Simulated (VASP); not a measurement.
# Li32F31 (a cell with a defect) in VASP: notebook

Li32F31 (a cell with a defect) is run at these levels: PBEsol, HSE06; tasks: single point.

Program: VASP 6.6.1. These are calculated values, not measurements. Logs are shortened: lines on timing, memory, paths and dates and some standing lists are left out, and cuts for length are marked.

### Step 1. The cell of the first run

The cell holds a defect, 63 atoms: a = 8.015 Å, b = 8.015 Å, c = 8.015 Å, α = 90.00°, β = 90.00°, γ = 90.00°.

### Step 2. Single point, PBEsol

INCAR

```
SYSTEM = Li32F31
  PREC = Accurate
  ENCUT = 650
  EDIFF = 1E-6
  ISMEAR = -1
  SIGMA = 0.05
  LREAL = Auto
  LASPH = .True.
  NELM = 120
  ALGO = Normal
  ISIF = 2
  LWAVE = .False.
  LCHARG = .True.
  GGA = PS
  LELF = .True.
  LVHAR = .True.
  NBANDS = 194
  NELECT = 312.0
  ISYM = -1
  GGA_COMPAT = .False.
```

KPOINTS

```
explicit points
1
Reciprocal
  0.25000000   0.25000000   0.25000000 1
```

POSCAR

```
Li32F31
1.0
    8.0151850000      0.0000000000      0.0000000000
    0.0000000000      8.0151850000      0.0000000000
    0.0000000000      0.0000000000      8.0151850000
F Li
31 32
Direct
    0.2496860000      0.0001660000      0.9998560000
    0.2496850000      0.0001530000      0.4998350000
    0.2496770000      0.5001680000      0.9998400000
    0.7496790000      0.0001830000      0.9998490000
    0.7496720000      0.0001750000      0.4998410000
    0.7496840000      0.5001650000      0.9998310000
    0.7496800000      0.5001720000      0.4998510000
    0.0011910000      0.2516710000      0.9998480000
    0.0056940000      0.2561910000      0.4998410000
    0.0011750000      0.7486740000      0.9998350000
    0.0056780000      0.7441680000      0.4998350000
    0.4981800000      0.2516780000      0.9998430000
    0.4936880000      0.2561380000      0.4998450000
    0.4981780000      0.7486570000      0.9998460000
    0.4936800000      0.7441600000      0.4998360000
    0.0011730000      0.0001740000      0.2513530000
    0.0011820000      0.0001670000      0.7483340000
    0.0056680000      0.5001710000      0.2558370000
    0.0056940000      0.5001700000      0.7438370000
    0.4981770000      0.0001730000      0.2513450000
    0.4981810000      0.0001590000      0.7483390000
    0.4936530000      0.5001580000      0.2558660000
    0.4936680000      0.5001640000      0.7438060000
    0.2496740000      0.2561780000      0.2558620000
    0.2496900000      0.2561450000      0.7438510000
    0.2496710000      0.7441710000      0.2558360000
    0.2496900000      0.7441540000      0.7438190000
    0.7496850000      0.2516810000      0.2513480000
    0.7496880000      0.2516790000      0.7483370000
    0.7496710000      0.7486650000      0.2513410000
    0.7496660000      0.7486700000      0.7483350000
    0.9981310000      0.0001820000      0.9998470000
    0.9962680000      0.0000810000      0.4998410000
    0.9963040000      0.5001520000      0.9997890000
    0.9764840000      0.5001860000      0.4998340000
    0.5012180000      0.0001900000      0.9998610000
    0.5030670000      0.0002160000      0.4998410000
    0.5030920000      0.5001710000      0.9998880000
    0.5228740000      0.5001380000      0.4998400000
    0.2496740000      0.2467670000      0.9998530000
    0.2496470000      0.2269560000      0.4998430000
    0.2496890000      0.7535680000      0.9998700000
    0.2497050000      0.7733500000      0.4998530000
    0.7496950000      0.2486350000      0.9998200000
    0.7497000000      0.2467640000      0.4998320000
    0.7496760000      0.7517110000      0.9998370000
    0.7496040000      0.7535690000      0.4998460000
    0.2496840000      0.0001470000      0.2464520000
    0.2497220000      0.0001570000      0.7532520000
    0.2496340000      0.5001500000      0.2266530000
    0.2497130000      0.5001810000      0.7730270000
    0.7496390000      0.0001730000      0.2483040000
    0.7496590000      0.0001800000      0.7513790000
    0.7497590000      0.5001520000      0.2464370000
    0.7496980000      0.5001620000      0.7532360000
    0.9997330000      0.2501880000      0.2499070000
    0.9997390000      0.2501850000      0.7497730000
    0.9997050000      0.7501350000      0.2498780000
    0.9997330000      0.7501200000      0.7497980000
    0.4996440000      0.2502220000      0.2499110000
    0.4996070000      0.2502380000      0.7497990000
    0.4996250000      0.7500910000      0.2499200000
    0.4996550000      0.7501150000      0.7497950000
```

Potentials or basis: VASP PAW PBE potentials, release 64 (F, Li_sv).

Command:

```bash
$ cat potpaw_PBE.64/F/POTCAR potpaw_PBE.64/Li_sv/POTCAR > POTCAR
$ mpirun -np 1 vasp_std > vasp.out
```

OUTCAR:

```text
SYSTEM = Li32F31
   PREC = Accurate
   ENCUT = 650
   EDIFF = 1E-6
   ISMEAR = -1
   LREAL = Auto
   LASPH = .True.
   NELM = 120
   ISIF = 2
   GGA = PS
   NELECT = 312.0
   ISYM = -1

 ion  position               nearest neighbor table
   1  0.250  0.000  1.000-  48 1.98  42 1.98  40 1.98  49 1.98  36 2.02  32 2.02
   2  0.250  0.000  0.500-  43 1.82  41 1.82  37 2.03  48 2.03  49 2.03  33 2.03
   3  0.250  0.500  1.000-  51 1.82  50 1.82  34 2.03  42 2.03  40 2.03  38 2.03
   4  0.750  0.000  1.000-  32 1.99  44 1.99  52 1.99  36 1.99  53 1.99  46 1.99
   5  0.750  0.000  0.500-  45 1.98  33 1.98  37 1.98  47 1.98  52 2.02  53 2.02
   6  0.750  0.500  1.000-  38 1.98  55 1.98  54 1.98  34 1.98  44 2.02  46 2.02
[... 26 lines left out ...]
  33  0.996  0.000  0.500-   5 1.98  16 1.99  17 1.99   2 2.03  11 2.05   9 2.05
  34  0.996  0.500  1.000-   6 1.98   8 1.99  10 1.99   3 2.03  19 2.05  18 2.05
  35  0.976  0.500  0.500-   7 1.82  11 1.97  18 1.97   9 1.97  19 1.97
  36  0.501  0.000  1.000-   4 1.99  20 2.02  12 2.02   1 2.02  21 2.02  14 2.02
  37  0.503  0.000  0.500-   5 1.98  20 1.99  21 1.99   2 2.03  13 2.05  15 2.05
  38  0.503  0.500  1.000-   6 1.98  14 1.99  12 1.99   3 2.03  22 2.05  23 2.05
  39  0.523  0.500  0.500-   7 1.82  23 1.97  22 1.97  13 1.97  15 1.97
  40  0.250  0.247  1.000-   1 1.98   8 1.99  12 1.99   3 2.03  25 2.05  24 2.05
  41  0.250  0.227  0.500-   2 1.82   9 1.97  24 1.97  25 1.97  13 1.97
  42  0.250  0.754  1.000-   1 1.98  14 1.99  10 1.99   3 2.03  26 2.05  27 2.05
  43  0.250  0.773  0.500-   2 1.82  27 1.97  15 1.97  26 1.97  11 1.97
  44  0.750  0.249  1.000-   4 1.99  29 2.02   8 2.02   6 2.02  12 2.02  28 2.02
  45  0.750  0.247  0.500-   5 1.98  28 1.99  29 1.99   7 2.03   9 2.05  13 2.05
  46  0.750  0.752  1.000-   4 1.99  14 2.02  10 2.02  31 2.02  30 2.02   6 2.02
  47  0.750  0.754  0.500-   5 1.98  31 1.99  30 1.99   7 2.03  15 2.05  11 2.05
  48  0.250  0.000  0.246-   1 1.98  20 1.99  16 1.99   2 2.03  26 2.05  24 2.05
  49  0.250  0.000  0.753-   1 1.98  21 1.99  17 1.99   2 2.03  25 2.05  27 2.05
  50  0.250  0.500  0.227-   3 1.82  18 1.97  24 1.97  26 1.97  22 1.97
  51  0.250  0.500  0.773-   3 1.82  23 1.97  27 1.97  19 1.97  25 1.97
  52  0.750  0.000  0.248-   4 1.99  20 2.02  30 2.02  28 2.02   5 2.02  16 2.02
  53  0.750  0.000  0.751-   4 1.99  21 2.02  29 2.02  31 2.02   5 2.02  17 2.02
  54  0.750  0.500  0.246-   6 1.98  28 1.99  30 1.99   7 2.03  18 2.05  22 2.05
  55  0.750  0.500  0.753-   6 1.98  29 1.99  31 1.99   7 2.03  19 2.05  23 2.05
  56  1.000  0.250  0.250-  16 2.00  28 2.00   8 2.00   9 2.00  24 2.00  18 2.00
  57  1.000  0.250  0.750-  17 2.00  29 2.00   9 2.00   8 2.00  25 2.00  19 2.00
  58  1.000  0.750  0.250-  30 2.00  16 2.00  10 2.00  11 2.00  18 2.00  26 2.00
  59  1.000  0.750  0.750-  10 2.00  17 2.00  31 2.00  19 2.00  27 2.00  11 2.00
  60  0.500  0.250  0.250-  28 2.00  20 2.00  13 2.00  12 2.00  22 2.00  24 2.00
  61  0.500  0.250  0.750-  12 2.00  25 2.00  23 2.00  21 2.00  29 2.00  13 2.00
  62  0.500  0.750  0.250-  30 2.00  15 2.00  22 2.00  14 2.00  20 2.00  26 2.00
  63  0.500  0.750  0.750-  31 2.00  21 2.00  14 2.00  23 2.00  15 2.00  27 2.00

IMPORTANT INFORMATION: All symmetrisations will be switched off!
NOSYMM: (Re-)initialisation of all symmetry stuff for point group C_1.

----------------------------------------------------------------------------------------

                                     Primitive cell

  volume of cell :     514.9211

  direct lattice vectors                    reciprocal lattice vectors
     8.015185000  0.000000000  0.000000000     0.124763184  0.000000000  0.000000000
     0.000000000  8.015185000  0.000000000     0.000000000  0.124763184  0.000000000
     0.000000000  0.000000000  8.015185000     0.000000000  0.000000000  0.124763184

  length of vectors
     8.015185000  8.015185000  8.015185000     0.124763184  0.124763184  0.124763184

  position of ions in fractional coordinates (direct lattice)
     0.249686000  0.000166000  0.999856000
     0.249685000  0.000153000  0.499835000
     0.249677000  0.500168000  0.999840000
     0.749679000  0.000183000  0.999849000
     0.749672000  0.000175000  0.499841000
     0.749684000  0.500165000  0.999831000
[... 55 lines left out ...]
     0.499625000  0.750091000  0.249920000
     0.499655000  0.750115000  0.749795000

  ion indices of the primitive-cell ions
   primitive index   ion index
                 1           1
                 2           2
                 3           3
                 4           4
                 5           5
                 6           6
[... 55 lines left out ...]
                62          62
                63          63

----------------------------------------------------------------------------------------

 KPOINTS: explicit points

Read explicit list of k-points.

 Found      1 k-points:

 Following reciprocal coordinates:
            Coordinates               Weight
  0.250000  0.250000  0.250000      1.000000
   k-points           NKPTS =      1   k-points in BZ     NKDIM =      1   number of bands    NBANDS=    194
   number of dos      NEDOS =    301   number of ions     NIONS =     63
   total plane-waves  NPLWV = 343000
   dimension x,y,z NGX =    70 NGY =   70 NGZ =   70
   dimension x,y,z NGXF=   140 NGYF=  140 NGZF=  140
   ions per type =              31  32
   NGX,Y,Z   is equivalent  to a cutoff of  14.52, 14.52, 14.52 a.u.
   NGXF,Y,Z  is equivalent  to a cutoff of  29.04, 29.04, 29.04 a.u.
 SYSTEM =  Li32F31
   PREC   = accura    normal or accurate (medium, high low for compatibility)
   ISTART =      0    job   : 0-new  1-cont  2-samecut
   ICHARG =      2    charge: 1-file 2-atom 10-const
   ISPIN  =      1    spin polarized calculation?
   LNONCOLLINEAR =      F non collinear calculations
   LSORBIT =      F    spin-orbit coupling
   LASPH  =      T    aspherical Exc in radial PAW
   ENCUT  =  650.0 eV  47.77 Ry    6.91 a.u.  16.66 16.66 16.66*2*pi/ulx,y,z
   NELM   =    120;   NELMIN=  2; NELMDL= -5     # of ELM steps
   EDIFF  = 0.1E-05   stopping-criterion for ELM
   LREAL  =      T    real-space projection
   EDIFFG = 0.1E-04   stopping-criterion for IOM
   NSW    =      0    number of steps for IOM
   IBRION =     -1    ionic relax: 0-MD 1-quasi-New 2-CG
   NFREE  =      0    steps in history (QN), initial steepest desc. (CG)
   ISIF   =      2    stress and relaxation
   ISYM   =     -1    0-nonsym 1-usesym 2-fastsym
   POTIM  = 0.5000    time-step for ionic-motion
   TEBEG  =    0.0;   TEEND  =   0.0 temperature during run
   PSTRESS=    0.0 pullay stress
   NELECT =     312.0000    total number of electrons
   NUPDOWN=      -1.0000    fix difference up-down
   EMIN   =  10.00;   EMAX   =-10.00  energy-range for DOS
   EFERMI =   0.00;   METHOD = LEGACY
   ISMEAR =    -1;   SIGMA  =   0.05  broadening in eV -4-tet -1-fermi 0-gaus
   EFERMI_NEDOS =   21; number of points for ismear=-14 and -15
   IALGO  =     38    algorithm
   IMIX   =      4    mixing-type and parameters
     AMIX     =   0.40;   BMIX     =  1.00
     AMIX_MAG =   1.60;   BMIX_MAG =  1.00
  volume/ion in A,a.u.               =       8.17        55.16
  Fermi-wavevector in a.u.,A,eV,Ry     =   1.385307  2.617851 26.110621  1.919077
  Thomas-Fermi vector in A             =   2.509730
   LORBIT       =      0    0 simple, 1 ext, 2 COOP (PROOUT), +10 PAW based schemes
   GGA     = PS    functional components
   LHFCALC =     F    Hartree Fock is set to
   AEXX    =    0.0000 exact exchange contribution
   IVDW    =     0    specifies the selected vdW correction
   LEPSILON=     F    determine dielectric tensor
   LRPA    =     F    only Hartree local field effects (RPA)
 non-spin polarized calculation
  energy-cutoff  :      650.00
  volume of cell :      514.92
 maximum number of plane-waves:     19339
 NGX is ok and might be reduce to    70
   NGX = 33   NGY = 33   NGZ = 33

 number of electron     312.0000035 magnetization

 Free energy of the ion-electron system (eV)
  ---------------------------------------------------
  ext. energy  EPLUGINS =         0.00000000
  ---------------------------------------------------
  free energy    TOTEN  =      -311.64047404 eV

  energy without entropy =     -311.64047404  energy(sigma->0) =     -311.64047404

 E-fermi :   0.2246     XC(G=0): -10.1048

 val. band max:       -1.1386313726   @ k =   0.2500   0.2500   0.2500
 cond. band min:       6.2642182227   @ k =   0.2500   0.2500   0.2500
 fundamental gap:      7.4028495954
 Fermi energy:         0.2246095606

 k-point     1 :       0.2500    0.2500    0.2500
  band No.  band energies     occupation
      1     -41.3486      2.00000
      2     -41.3391      2.00000
      3     -41.3390      2.00000
      4     -41.3363      2.00000
      5     -41.3307      2.00000
      6     -41.3306      2.00000
[... 160 lines left out ...]
    167      10.2184      0.00000
    168      10.6374      0.00000
 [bands above 168 left out]

------------------------ aborting loop because EDIFF is reached ----------------------------------------

  FORCE on cell =-STRESS in cart. coord.  units (eV):
  Direction    XX          YY          ZZ          XY          YZ          ZX
  --------------------------------------------------------------------------------------
  -------------------------------------------------------------------------------------
  Total       -7.6994544     -7.7335695     -7.7346860     -0.1236678     -0.1313676     -0.1359568
  in kB      -23.9568593    -24.0630084    -24.0664825     -0.3847926     -0.4087506     -0.4230296
  external PRESSURE =     -24.0287834 kB  Pullay stress =       0.0000000 kB

 VOLUME and BASIS-vectors are now :
 -----------------------------------------------------------------------------
  energy-cutoff  :      650.00
  volume of cell :      514.92
      direct lattice vectors                 reciprocal lattice vectors
     8.015185000  0.000000000  0.000000000     0.124763184  0.000000000  0.000000000
     0.000000000  8.015185000  0.000000000     0.000000000  0.124763184  0.000000000
     0.000000000  0.000000000  8.015185000     0.000000000  0.000000000  0.124763184

 POSITION                                       TOTAL-FORCE (eV/Angst)
 -----------------------------------------------------------------------------------
      2.00128      0.00133      8.01403         0.000695     -0.000309     -0.000132
      2.00127      0.00123      4.00627         0.000613     -0.000122      0.000514
      2.00121      4.00894      8.01390         0.000988     -0.000406      0.000398
      6.00882      0.00147      8.01397         0.000455     -0.000647      0.000085
      6.00876      0.00140      4.00632         0.000920     -0.000720      0.000229
      6.00886      4.00892      8.01383         0.000931     -0.000262      0.000482
[... 55 lines left out ...]
      4.00459      6.01212      2.00316        -0.003994      0.000084     -0.000505
      4.00483      6.01231      6.00975        -0.003973      0.000011     -0.001529
 -----------------------------------------------------------------------------------
    total drift:                               -0.019281      0.028352     -0.025592

  FREE ENERGIE OF THE ION-ELECTRON SYSTEM (eV)
  ---------------------------------------------------
  free  energy   TOTEN  =      -311.6404740394 eV

  energy  without entropy=     -311.6404740394  energy(sigma->0) =     -311.64047404
```

It took 3.3 min on 1 thread of Intel Xeon 6975P-C (Granite Rapids), shared host; peak memory 0.71 GiB.

What came out:

- Free energy: -311.6405 eV
- Largest force: 0.030 eV/Å

Forces on the atoms (eV/Å):
```
F    0.001  0.000  0.000
F    0.001  0.000  0.001
F    0.001  0.000  0.000
F    0.000 -0.001  0.000
F    0.001 -0.001  0.000
F    0.001  0.000  0.000
F    0.001 -0.001  0.000
F   -0.001  0.002  0.000
F   -0.008 -0.006  0.000
F    0.000 -0.003  0.001
F   -0.009  0.006  0.000
F    0.001  0.002  0.000
F    0.007 -0.005  0.000
F    0.001 -0.002  0.001
F    0.007  0.004  0.001
F   -0.001 -0.001  0.002
F   -0.001 -0.001 -0.002
F   -0.008  0.000 -0.005
F   -0.008 -0.001  0.006
F    0.001 -0.001  0.002
F    0.001  0.000 -0.002
F    0.008  0.000 -0.005
F    0.007  0.001  0.006
F    0.001 -0.007 -0.006
F    0.000 -0.006  0.006
F    0.001  0.008 -0.008
F    0.001  0.007  0.007
F    0.000  0.001  0.000
F   -0.001  0.001 -0.001
F   -0.001 -0.001  0.000
F    0.000  0.000 -0.002
Li  -0.001  0.000  0.000
Li   0.002  0.001  0.000
Li   0.001  0.000  0.001
Li   0.030  0.001 -0.001
Li  -0.001 -0.001  0.000
Li   0.002  0.000  0.000
Li   0.002  0.000  0.000
Li  -0.025 -0.001  0.002
Li   0.000  0.009  0.000
Li   0.001  0.019  0.000
Li   0.000 -0.008  0.000
Li   0.000 -0.018 -0.001
Li   0.001  0.007  0.001
Li  -0.001  0.009  0.001
Li   0.002 -0.008  0.000
Li   0.002 -0.009  0.001
Li   0.000  0.000  0.008
Li  -0.001 -0.001 -0.009
Li   0.001  0.001  0.018
Li   0.000  0.000 -0.019
Li   0.003  0.000  0.008
Li   0.002 -0.001 -0.007
Li  -0.001  0.000  0.008
Li  -0.001 -0.001 -0.009
Li  -0.002  0.002  0.000
Li  -0.001  0.002 -0.002
Li  -0.002  0.000  0.000
Li  -0.002  0.000 -0.002
Li  -0.004  0.002  0.000
Li  -0.003  0.001 -0.001
Li  -0.004  0.000 -0.001
Li  -0.004  0.000 -0.002
```

Levels at points of the mesh, in eV from the Fermi level:
```
           k point  band 153  band 154  band 155  band 156  band 157  band 158  band 159  band 160
(0.25, 0.25, 0.25)     -1.41     -1.41     -1.36     -1.36      6.04      8.35      9.09      9.09
```

Caveat: the cell carries a net charge on a neutralising background, which shifts energy and pressure; the cell is charged against a uniform background, so pressure and absolute levels hang on convention; the PAW data sets were made with another functional, which shifts forces and pressure a little.

(Part 1 of 3 ends here.)
